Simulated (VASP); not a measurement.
A run of VASP 6.6.1 is set up as follows.

File INCAR:

```
SYSTEM = Al30Si
PREC     = Accurate       ! precision mode
ENCUT    = 520            ! plane-wave cutoff, eV
EDIFF    = 1E-7           ! SCF threshold, eV
ISMEAR   = -1             ! smearing method
SIGMA    = 0.15           ! smearing width, eV
LREAL    = Auto         
LASPH    = .True.         ! aspherical terms in the spheres
NELM     = 100            ! most SCF steps
ALGO     = Normal         ! electronic algorithm
ISIF     = 2              ! what is computed and relaxed
LWAVE    = .False.        ! write WAVECAR
LCHARG   = .False.        ! write CHGCAR
GGA      = PE             ! functional
NBANDS   = 68             ! bands
```

File KPOINTS:

```
Automatic mesh
0
Gamma
  2 2 2
  0 0 0
```

POSCAR

```
Al30Si
1.0
    8.1000000000      0.0000000000      0.0000000000
    0.0000000000      8.1000000000      0.0000000000
    0.0000000000      0.0000000000      8.1000000000
Al Si
30 1
Direct
    0.4890108642     -0.0000358025      0.0107738272
    0.7482585185      0.2493460494      0.0015374074
    0.7392406173     -0.0000388889      0.2589686420
   -0.0005124691     -0.0000117284      0.0039437037
    0.2456451852      0.2517950617      0.0040217284
    0.4996180247      0.4999901235     -0.0057548148
    0.7482379012      0.7506003704      0.0015717284
    0.5055158025      0.2686911111      0.2475624691
    0.7583261728      0.5000002469      0.2490166667
    0.7488383951      0.2526209877      0.5032648148
    0.7471624691     -0.0000137037      0.7497434568
   -0.0026560494      0.4999777778     -0.0001272840
    0.2456349383      0.7481282716      0.0039974074
    0.0005351852      0.2474530864      0.2488846914
    0.2473079012      0.4999517284      0.2513812346
    0.5055456790      0.7311712346      0.2475361728
    0.0022812346     -0.0000365432      0.4945498765
    0.2502540741      0.2521937037      0.5012253086
    0.4981907407      0.4999611111      0.5028940741
    0.7488393827      0.7472924691      0.5032619753
    0.2509064198     -0.0000372840      0.7521759259
    0.4998645679      0.2480993827      0.7515208642
    0.7493756790      0.4999696296      0.7529360494
    0.0005025926      0.7524685185      0.2488934568
   -0.0009333333      0.4999900000      0.5018818519
    0.2502367901      0.7477129630      0.5012492593
   -0.0002561728      0.2529382716      0.7498253086
    0.2469486420      0.5000018519      0.7525723457
    0.4998455556      0.7518175309      0.7515385185
   -0.0002237037      0.7470158025      0.7497976543
    0.3573135802      0.0000723457      0.3253139506
```

Potentials or basis: VASP PAW PBE potentials, release 64 (Al, Si).

Command:

```console
$ cat potpaw_PBE.64/Al/POTCAR potpaw_PBE.64/Si/POTCAR > POTCAR
$ mpirun -np 1 vasp_std > vasp.out
```

(1) Estimate the pressure.

(2) Estimate the largest force.

(3) Estimate the band gap on the k mesh.

## Answers

(1) -0.8 GPa.

(2) 0.356 eV/Å.

(3) zero (bands 47 and 48 overlap by 0.86 eV).

Caveat: the k points lie up to 0.39 Å⁻¹ apart, too coarse for converged energies and pressures of a metal.
